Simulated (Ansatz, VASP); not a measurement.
## CdSe in VASP and in Ansatz

INCAR

```
SYSTEM = CdSe
PREC = Accurate
ENCUT = 520
EDIFF = 1E-6
ISMEAR = -1
SIGMA = 0.02
LREAL = .FALSE.
LASPH = .TRUE.
NELM = 100
ALGO = Normal
ISIF = 2
LWAVE = .FALSE.
LCHARG = .TRUE.
GGA = PE
LELF = .TRUE.
LVHAR = .TRUE.
NBANDS = 16
```

File KPOINTS:

```
Automatic mesh
0
G
  8 8 8
  0 0 0
```

Contents of POSCAR:

```
CdSe
1.0
    0.0000000000      2.9653170805      3.0677809647
    2.9653170805      0.0000000000      3.0677809647
    2.9653170805      2.9653170805      0.0000000000
Cd Se
1 1
Direct
    0.0000000000      0.0000000000      0.0000000000
    0.2500000000      0.2500000000      0.2500000000
```

Input for Ansatz:

```yaml
crystal:
  lattice:
    - [0.0, 2.9653170805, 3.0677809647]
    - [2.9653170805, 0.0, 3.0677809647]
    - [2.9653170805, 2.9653170805, 0.0]
  atoms:
    - { symbol: Cd, position: [0.0, 0.0, 0.0] }
    - { symbol: Se, position: [0.25, 0.25, 0.25] }
kpoints:
  mp_grid: { grid: [8, 8, 8] }
  band_path:
    path:
      - [0.0, 0.0, 0.0]
      - [-0.5, -0.5, 0.0]
      - [-0.375, -0.375, 0.25]
      - [-0.375, 0.0, 0.375]
      - [0.0, 0.0, 0.5]
      - [-0.5, -0.25, 0.25]
    npoints: 1
hamiltonian:
  xc: pbe
scf:
  occupations: { method: fermi_dirac, width: 0.02 }
  n_extra_bands: 4
output:
  forces: true
  stress: true
  eigenvalues: true
```

Change from the starting cell: biaxial_xy strain -3.3%.

Alike in both runs: task single point; functional PBE; k mesh 8 × 8 × 8; occupations fermi-dirac, width 0.02 eV; no spin polarisation.

|  | VASP | Ansatz |
| --- | --- | --- |
| version | VASP 6.6.1 | Ansatz 0.2.0 |
| potentials or method | VASP PAW PBE potentials, release 64 (Cd, Se) | plane waves, PAW |
| plane-wave cutoff (eV) | 520 | 420 |
| valence electrons in the cell | 18 | 36 |

|  | VASP | Ansatz | Ansatz less VASP |
| --- | --- | --- | --- |
| pressure (GPa) | 5.8 | 5.4 | -0.40 |
| traceless stress, the component that is largest in VASP (GPa) | -0.29 | -0.30 | -0.010 |

The functional is the same, so the differences come from potentials, cutoffs and numerics. VASP's potentials hold 18 valence electrons a cell and Ansatz's 36, so a difference there can come from the potentials and not from the codes.
